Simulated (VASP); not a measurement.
Set up this calculation in VASP 6.6.1, as the native input.

```
Task                   : single point
Functional             : PBEsol
Potentials or basis    : VASP PAW PBE potentials, release 64 (Te, Pb_d)
Cutoff                 : 520 eV
k mesh                 : 6 × 6 × 6
Occupations            : tetrahedron
Spin                   : no spin polarisation
Dipole correction      : no
Further INCAR settings : ALGO = Normal; EDIFF = 1e-06; NBANDS = 17
```

The structure of TePb lies in POSCAR:

```
TePb
1.0
    0.0000000000      3.2678555508      3.2678555508
    3.2678555508      0.0000000000      3.2678555508
    3.2678555508      3.2678555508      0.0000000000
Te Pb
1 1
Direct
    0.5000000000      0.5000000000      0.5000000000
    0.0000000000      0.0000000000      0.0000000000
```

These files were run (other wordings do the same):

INCAR

```
SYSTEM = TePb
PREC     = Accurate       ! precision mode
ENCUT    = 520            ! plane-wave cutoff, eV
EDIFF    = 1E-6           ! SCF threshold, eV
ISMEAR   = -5             ! smearing method
SIGMA    = 0.1            ! smearing width, eV
LREAL    = .False.        ! projectors in reciprocal space
LASPH    = .True.         ! aspherical terms in the spheres
NELM     = 100            ! most SCF steps
ALGO     = Normal         ! electronic algorithm
ISIF     = 2              ! what is computed and relaxed
LWAVE    = .False.        ! write WAVECAR
LCHARG   = .False.        ! write CHGCAR
GGA      = PS             ! functional
NBANDS   = 17             ! bands
```

KPOINTS

```
Automatic mesh
0
Gamma
  6 6 6
  0 0 0
```

Potentials or basis: VASP PAW PBE potentials, release 64 (Te, Pb_d).

The run is started by

```bash
$ cat potpaw_PBE.64/Te/POTCAR potpaw_PBE.64/Pb_d/POTCAR > POTCAR
$ mpirun -np 1 vasp_std > vasp.out
```

It gave:

| Quantity | Value |
| --- | --- |
| Pressure | -1.8 GPa |
| Band gap on the k mesh | 0.74 eV, direct |

Caveat: the PAW data sets were made with another functional, which shifts forces and pressure a little; spin-orbit coupling is left out, which moves the levels of the heavy elements.

Run time: 34 s on 1 thread of Intel Xeon 8259CL (shared host), peak memory 0.2 GiB.
